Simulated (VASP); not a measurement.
Write the native input for VASP 6.6.1 that does the following.

| Property | Result |
| --- | --- |
| Task | single point |
| Functional | PBE |
| Potentials or basis | VASP PAW PBE potentials, release 64 (Cu) |
| Cutoff | 520 eV |
| k mesh | 24 × 24 × 24 |
| Occupations | gaussian, width 0.15 eV |
| Spin | no spin polarisation |
| Dipole correction | no |
| Further INCAR settings | ALGO = Fast; EDIFF = 1e-06; NBANDS = 12 |

The structure of Cu lies in POSCAR:

```
Cu
1.0
    0.0000000000      2.0801152975      1.5274286630
    2.0801152975      0.0000000000      1.5274286630
    2.0801152975      2.0801152975      0.0000000000
Cu
1
Direct
    0.0000000000      0.0000000000      0.0000000000
```

One way to write it, as run:

INCAR

```
PREC = Accurate
ENCUT = 520
EDIFF = 1E-6
ISMEAR = 0
SIGMA = 0.15
LREAL = F
LASPH = T
NELM = 80
ALGO = Fast
ISIF = 2
LWAVE = F
LCHARG = T
GGA = PE
LELF = T
LVHAR = T
NBANDS = 12
```

KPOINTS

```
Automatic mesh
0
Gamma
  24 24 24
```

Potentials or basis: VASP PAW PBE potentials, release 64 (Cu).

Run with:

```sh
$ cat potpaw_PBE.64/Cu/POTCAR > POTCAR
$ mpirun -np 1 vasp_std > vasp.out
```

Results of the run:

| Item | Value |
| --- | --- |
| Pressure | -9.9 GPa |
| Band gap on the k mesh | zero (an odd number of electrons rules out a gap without spin polarisation) |

Caveat: the cell stands under tension.

Run time: 79 s on 1 thread of Intel(R) Xeon(R) 6975P-C (Granite Rapids), on a shared host, peak memory 0.27 GiB.
